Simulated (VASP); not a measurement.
# Ba (Im-3m) in VASP: further runs

The runs below take Ba through single point, relaxation of cell and atoms, with PBE.

Everything below comes from runs of VASP 6.6.1. Logs are shortened: lines on timing, memory, paths and dates and some standing lists are left out, and cuts for length are marked.

## (1) The cell of the first run

It takes space group Im-3m (No. 229, cubic). The conventional cell has a = 5.025 Å, b = 5.025 Å, c = 5.025 Å, α = 90.00°, β = 90.00°, γ = 90.00°. Ba (site symmetry m-3m) has 14 Ba at 4.35 to 5.02 Å within 5.7 Å.

## (2) Single point, PBE

INCAR reads:

```
PREC = Accurate
ENCUT = 520
EDIFF = 1E-6
ISMEAR = -1
SIGMA = 0.08
LREAL = F
LASPH = T
NELM = 60
ALGO = Normal
ISIF = 2
LWAVE = F
LCHARG = F
GGA = PE
NBANDS = 11
```

KPOINTS reads:

```
regular mesh
0
Gamma
  11 11 11
```

POSCAR reads:

```
Ba
1.0
   -2.5124974217      2.5124974217      2.5124974217
    2.5124974217     -2.5124974217      2.5124974217
    2.5124974217      2.5124974217     -2.5124974217
Ba
1
Direct
    0.0000000000      0.0000000000      0.0000000000
```

Potentials or basis: VASP PAW PBE potentials, release 64 (Ba_sv).

Launch:

```
$ cat potpaw_PBE.64/Ba_sv/POTCAR > POTCAR
$ mpirun -np 1 vasp_std > vasp.out
```

OUTCAR:

```text
PREC = Accurate
   ENCUT = 520
   EDIFF = 1E-6
   ISMEAR = -1
   LREAL = F
   LASPH = T
   NELM = 60
   ISIF = 2
   GGA = PE

 ion  position               nearest neighbor table
   1  0.000  0.000  0.000-

  LATTYP: Found a body centered cubic cell.
 ALAT       =     5.0249948434

  Lattice vectors:

 A1 = (  -2.5124974217,   2.5124974217,   2.5124974217)
 A2 = (   2.5124974217,  -2.5124974217,   2.5124974217)
 A3 = (   2.5124974217,   2.5124974217,  -2.5124974217)

Analysis of symmetry for initial positions (statically):
=====================================================================
 Subroutine PRICEL returns:
 Original cell was already a primitive cell.

 Routine SETGRP: Setting up the symmetry group for a
 body centered cubic supercell.

 Subroutine GETGRP returns: Found 48 space group operations
 (whereof 48 operations were pure point group operations)
 out of a pool of 48 trial point group operations.

The static configuration has the point symmetry O_h .

Analysis of symmetry for dynamics (positions and initial velocities):
=====================================================================
 Subroutine PRICEL returns:
 Original cell was already a primitive cell.

 Routine SETGRP: Setting up the symmetry group for a
 body centered cubic supercell.

 Subroutine GETGRP returns: Found 48 space group operations
 (whereof 48 operations were pure point group operations)
 out of a pool of 48 trial point group operations.

The dynamic configuration has the point symmetry O_h .

 Subroutine INISYM returns: Found 48 space group operations
 (whereof 48 operations are pure point group operations),
 and found     1 'primitive' translations

----------------------------------------------------------------------------------------

                                     Primitive cell

  volume of cell :      63.4420

  direct lattice vectors                    reciprocal lattice vectors
    -2.512497422  2.512497422  2.512497422     0.000000000  0.199005179  0.199005179
     2.512497422 -2.512497422  2.512497422     0.199005179  0.000000000  0.199005179
     2.512497422  2.512497422 -2.512497422     0.199005179  0.199005179  0.000000000

  length of vectors
     4.351773188  4.351773188  4.351773188     0.281435824  0.281435824  0.281435824

  position of ions in fractional coordinates (direct lattice)
     0.000000000  0.000000000  0.000000000

  ion indices of the primitive-cell ions
   primitive index   ion index
                 1           1

----------------------------------------------------------------------------------------

 KPOINTS: regular mesh

Automatic generation of k-mesh.
 Grid dimensions read from file:
 generate k-points for:   11   11   11

 Generating k-lattice:

  Cartesian coordinates                     Fractional coordinates (reciprocal lattice)
     0.000000000  0.018091380  0.018091380     0.090909091  0.000000000  0.000000000
     0.018091380  0.000000000  0.018091380     0.000000000  0.090909091  0.000000000
     0.018091380  0.018091380  0.000000000     0.000000000  0.000000000  0.090909091

  Length of vectors
     0.025585075  0.025585075  0.025585075

  Shift w.r.t. Gamma in fractional coordinates (k-lattice)
     0.000000000  0.000000000  0.000000000

 Subroutine IBZKPT returns following result:
 ===========================================

 Found     56 irreducible k-points:

 Following reciprocal coordinates:
            Coordinates               Weight
  0.000000  0.000000  0.000000      1.000000
  0.090909  0.000000  0.000000     12.000000
  0.181818  0.000000  0.000000     12.000000
  0.272727  0.000000  0.000000     12.000000
  0.363636  0.000000  0.000000     12.000000
  0.454545  0.000000  0.000000     12.000000
[... 16 lines left out ...]
  0.272727  0.181818  0.090909     48.000000
  0.363636  0.181818  0.090909     24.000000
 [... further k-points ...]
   k-points           NKPTS =     56   k-points in BZ     NKDIM =     56   number of bands    NBANDS=     11
   number of dos      NEDOS =    301   number of ions     NIONS =      1
   total plane-waves  NPLWV =  32768
   dimension x,y,z NGX =    32 NGY =   32 NGZ =   32
   dimension x,y,z NGXF=    64 NGYF=   64 NGZF=   64
   ions per type =               1
   NGX,Y,Z   is equivalent  to a cutoff of  12.22, 12.22, 12.22 a.u.
   NGXF,Y,Z  is equivalent  to a cutoff of  24.45, 24.45, 24.45 a.u.
 SYSTEM =  unknown system
   PREC   = accura    normal or accurate (medium, high low for compatibility)
   ISTART =      0    job   : 0-new  1-cont  2-samecut
   ICHARG =      2    charge: 1-file 2-atom 10-const
   ISPIN  =      1    spin polarized calculation?
   LNONCOLLINEAR =      F non collinear calculations
   LSORBIT =      F    spin-orbit coupling
   LASPH  =      T    aspherical Exc in radial PAW
   ENCUT  =  520.0 eV  38.22 Ry    6.18 a.u.   8.09  8.09  8.09*2*pi/ulx,y,z
   NELM   =     60;   NELMIN=  2; NELMDL= -5     # of ELM steps
   EDIFF  = 0.1E-05   stopping-criterion for ELM
   LREAL  =      F    real-space projection
   EDIFFG = 0.1E-04   stopping-criterion for IOM
   NSW    =      0    number of steps for IOM
   IBRION =     -1    ionic relax: 0-MD 1-quasi-New 2-CG
   NFREE  =      0    steps in history (QN), initial steepest desc. (CG)
   ISIF   =      2    stress and relaxation
   ISYM   =      2    0-nonsym 1-usesym 2-fastsym
   POTIM  = 0.5000    time-step for ionic-motion
   TEBEG  =    0.0;   TEEND  =   0.0 temperature during run
   PSTRESS=    0.0 pullay stress
   NELECT =      10.0000    total number of electrons
   NUPDOWN=      -1.0000    fix difference up-down
   EMIN   =  10.00;   EMAX   =-10.00  energy-range for DOS
   EFERMI =   0.00;   METHOD = LEGACY
   ISMEAR =    -1;   SIGMA  =   0.08  broadening in eV -4-tet -1-fermi 0-gaus
   EFERMI_NEDOS =   21; number of points for ismear=-14 and -15
   IALGO  =     38    algorithm
   IMIX   =      4    mixing-type and parameters
     AMIX     =   0.40;   BMIX     =  1.00
     AMIX_MAG =   1.60;   BMIX_MAG =  1.00
  volume/ion in A,a.u.               =      63.44       428.13
  Fermi-wavevector in a.u.,A,eV,Ry     =   0.884333  1.671147 10.640368  0.782045
  Thomas-Fermi vector in A             =   2.005219
   LORBIT       =      0    0 simple, 1 ext, 2 COOP (PROOUT), +10 PAW based schemes
   GGA     = PE    functional components
   LHFCALC =     F    Hartree Fock is set to
   AEXX    =    0.0000 exact exchange contribution
   IVDW    =     0    specifies the selected vdW correction
   LEPSILON=     F    determine dielectric tensor
   LRPA    =     F    only Hartree local field effects (RPA)
 non-spin polarized calculation
  energy-cutoff  :      520.00
  volume of cell :       63.44
 maximum number of plane-waves:      1728
   NGX = 17   NGY = 17   NGZ = 17

 number of electron      10.0000000 magnetization

 Free energy of the ion-electron system (eV)
  ---------------------------------------------------
  ext. energy  EPLUGINS =         0.00000000
  ---------------------------------------------------
  free energy    TOTEN  =        -1.92152947 eV

  energy without entropy =       -1.89517718  energy(sigma->0) =       -1.90835333

 E-fermi :   1.6285     XC(G=0):  -7.3864

 val. band max:        1.5851011893   @ k =   0.3636   0.2727   0.0000
 cond. band min:       1.6767473756   @ k =  -0.4545   0.4545   0.2727
 fundamental gap:      0.0916461862
 Fermi energy:         1.6285176827

 k-point     1 :       0.0000    0.0000    0.0000
  band No.  band energies     occupation
      1     -27.2718      2.00000
      2     -12.2253      2.00000
      3     -12.2253      2.00000
      4     -12.2253      2.00000
      5      -1.1235      2.00000
      6       3.4465      0.00000
      7       3.4465      0.00000
      8       3.4465      0.00000
      9       4.8385      0.00000
     10       4.8385      0.00000
     11       8.5381      0.00000

 k-point     2 :       0.0909    0.0000    0.0000
  band No.  band energies     occupation
      1     -27.2685      2.00000
      2     -12.2636      2.00000
      3     -12.2371      2.00000
      4     -12.2255      2.00000
      5      -0.9703      2.00000
      6       3.3215      0.00000
      7       3.3766      0.00000
      8       3.6027      0.00000
      9       4.6445      0.00000
     10       4.8291      0.00000
     11       8.7107      0.00000

 k-point     3 :       0.1818    0.0000    0.0000
  band No.  band energies     occupation
      1     -27.2595      2.00000
      2     -12.3638      2.00000
      3     -12.2684      2.00000
      4     -12.2261      2.00000
      5      -0.5468      2.00000
      6       3.0299      0.00000
      7       3.0767      0.00000
      8       4.0619      0.00000
      9       4.5073      0.00000
     10       4.8385      0.00000
     11       9.0075      0.00000

 k-point     4 :       0.2727    0.0000    0.0000
  band No.  band energies     occupation
      1     -27.2478      2.00000
      2     -12.4901      2.00000
      3     -12.3089      2.00000
      4     -12.2270      2.00000
      5       0.0280      2.00000
      6       2.6981      0.00000
      7       2.7135      0.00000
      8       4.6457      0.00000
      9       4.7941      0.00000
     10       4.9305      0.00000
     11       8.6846      0.00000
[... 239 lines left out ...]
 k-point    22 :       0.1818    0.1818    0.0909
  band No.  band energies     occupation
      1     -27.2364      2.00000
      2     -12.5733      2.00000
      3     -12.3392      2.00000
      4     -12.2846      2.00000
      5       0.8726      1.99984
      6       2.2351      0.00102
      7       2.3376      0.00028
      8       4.9314      0.00000
      9       5.2294      0.00000
     10       6.1638      0.00000
     11       8.2288      0.00000

 k-point    23 :       0.2727    0.1818    0.0909
  band No.  band energies     occupation
      1     -27.2301      2.00000
      2     -12.5942      2.00000
      3     -12.3988      2.00000
      4     -12.2955      2.00000
      5       1.3257      1.95560
      6       2.1541      0.00280
      7       2.3237      0.00034
      8       5.0656      0.00000
      9       5.3572      0.00000
     10       6.6949      0.00000
     11       7.3688      0.00000

 k-point    24 :       0.3636    0.1818    0.0909
  band No.  band energies     occupation
      1     -27.2278      2.00000
      2     -12.5953      2.00000
      3     -12.4287      2.00000
      4     -12.2985      2.00000
      5       1.4275      1.85004
      6       2.1479      0.00303
      7       2.4589      0.00006
      8       5.0770      0.00000
      9       5.4212      0.00000
     10       6.4568      0.00000
     11       7.4876      0.00000

 [... further k-points ...]
[... 5 lines left out ...]
  --------------------------------------------------------------------------------------
  -------------------------------------------------------------------------------------
  Total        0.0140090      0.0140090      0.0140090     -0.0000000      0.0000000      0.0000000
  in kB        0.3537857      0.3537857      0.3537857     -0.0000000      0.0000000      0.0000000
  external PRESSURE =       0.3537857 kB  Pullay stress =       0.0000000 kB

 VOLUME and BASIS-vectors are now :
 -----------------------------------------------------------------------------
  energy-cutoff  :      520.00
  volume of cell :       63.44
      direct lattice vectors                 reciprocal lattice vectors
    -2.512497422  2.512497422  2.512497422     0.000000000  0.199005179  0.199005179
     2.512497422 -2.512497422  2.512497422     0.199005179  0.000000000  0.199005179
     2.512497422  2.512497422 -2.512497422     0.199005179  0.199005179  0.000000000

 POSITION                                       TOTAL-FORCE (eV/Angst)
 -----------------------------------------------------------------------------------
      0.00000      0.00000      0.00000        -0.000000     -0.000000      0.000000
 -----------------------------------------------------------------------------------
    total drift:                               -0.000000      0.000000     -0.000000

  FREE ENERGIE OF THE ION-ELECTRON SYSTEM (eV)
  ---------------------------------------------------
  free  energy   TOTEN  =        -1.9215294734 eV

  energy  without entropy=       -1.8951771813  energy(sigma->0) =       -1.90835333
```

It took 20 s on 1 thread of AMD EPYC 7R43 (Zen 3), shared host; peak memory 0.16 GiB.

Results:

| Quantity | Value |
| --- | --- |
| Free energy | -1.9215 eV |
| Pressure | 0.0 GPa |
| Band gap on the k mesh | zero (band 5 reaches 2.00 eV, above the bottom of band 6 at 1.14 eV) |

Caveat: spin-orbit coupling is left out, which moves the levels of the heavy elements.

## (3) Single point, PBE

INCAR reads:

```
SYSTEM = Ba
  PREC = Accurate
  ENCUT = 520
  EDIFF = 1E-6
  ISMEAR = -1
  SIGMA = 0.08
  LREAL = .FALSE.
  LASPH = .TRUE.
  NELM = 100
  ALGO = Normal
  ISIF = 2
  LWAVE = .FALSE.
  LCHARG = .FALSE.
  GGA = PE
  NBANDS = 11
```

KPOINTS reads:

```
regular mesh
0
G
  11 11 11
  0 0 0
```

POSCAR is that of step 2.

Potentials or basis: VASP PAW PBE potentials, release 64 (Ba_sv).

Launch:

```
$ cat potpaw_PBE.64/Ba_sv/POTCAR > POTCAR
$ mpirun -np 1 vasp_std > vasp.out
```

It took 9.3 s on 1 thread of Intel Xeon 6975P-C (Granite Rapids), shared host; peak memory 0.19 GiB.

The run converged. Its results:

```yaml
Free_energy: -1.9215 eV
Pressure: 0.0 GPa
Band_gap_on_the_k_mesh: zero (band 5 reaches 2.00 eV, above the bottom of band 6 at 1.14 eV)
```

Levels at points of the mesh, in eV from the Fermi level:
| k point | band 2 | band 3 | band 4 | band 5 | band 6 | band 7 | band 8 | band 9 |
| --- | --- | --- | --- | --- | --- | --- | --- | --- |
| (0.00, 0.00, 0.00) | -13.85 | -13.85 | -13.85 | -2.75 | 1.82 | 1.82 | 1.82 | 3.21 |

Caveat: spin-orbit coupling is left out, which moves the levels of the heavy elements.

## (4) Relaxation of cell and atoms, PBE

INCAR reads:

```
SYSTEM = Ba
PREC = Accurate ; ENCUT = 600
EDIFF = 1E-7 ; ISMEAR = -1
SIGMA = 0.08 ; LREAL = .FALSE.
LASPH = .TRUE. ; NELM = 60
ALGO = Normal ; ISIF = 3
LWAVE = .FALSE. ; LCHARG = .FALSE.
GGA = PE ; IBRION = 2
NSW = 60 ; EDIFFG = -0.005
```

KPOINTS reads:

```
Automatic mesh
0
G
  11 11 11
  0 0 0
```

POSCAR is that of step 3.

Launch:

```
$ cat potpaw_PBE.64/Ba_sv/POTCAR > POTCAR
$ mpirun -np 1 vasp_std > vasp.out
```

Run time: 30 s. Hardware: 1 thread of Intel Xeon 6975P-C (Granite Rapids), shared host; peak memory 0.22 GiB.

The run converged. Its results:

```
Free energy                            : -1.9216 eV
Relaxed volume                         : 63.67 Å³/atom
Relaxed cell                           : a = 4.357 Å, b = 4.357 Å, c = 4.357 Å, α = 109.47°, β = 109.47°, γ = 109.47°
Space group after relaxing (to 0.05 Å) : Im-3m (No. 229)
Energy gained by relaxing              : 0.0 meV/atom
Ionic steps                            : 3
Pressure after relaxing                : 0.0 GPa
Band gap on the k mesh                 : zero (band 5 reaches 1.98 eV, above the bottom of band 6 at 1.13 eV)
```

Final structure:
```yaml
crystal:
  lattice:
    - [-2.51551, 2.51551, 2.51551]
    - [2.51551, -2.51551, 2.51551]
    - [2.51551, 2.51551, -2.51551]
  atoms:
    - { symbol: Ba, position: [0.00000, 0.00000, 0.00000] }
```

Levels at points of the mesh, in eV from the Fermi level:
```
           k point  band 1  band 2  band 3  band 4  band 5  band 6  band 7  band 8  band 9
(0.00, 0.00, 0.00)  -28.91  -13.86  -13.86  -13.86   -2.75    1.81    1.81    1.81    3.20
```

Caveat: spin-orbit coupling is left out, which moves the levels of the heavy elements.
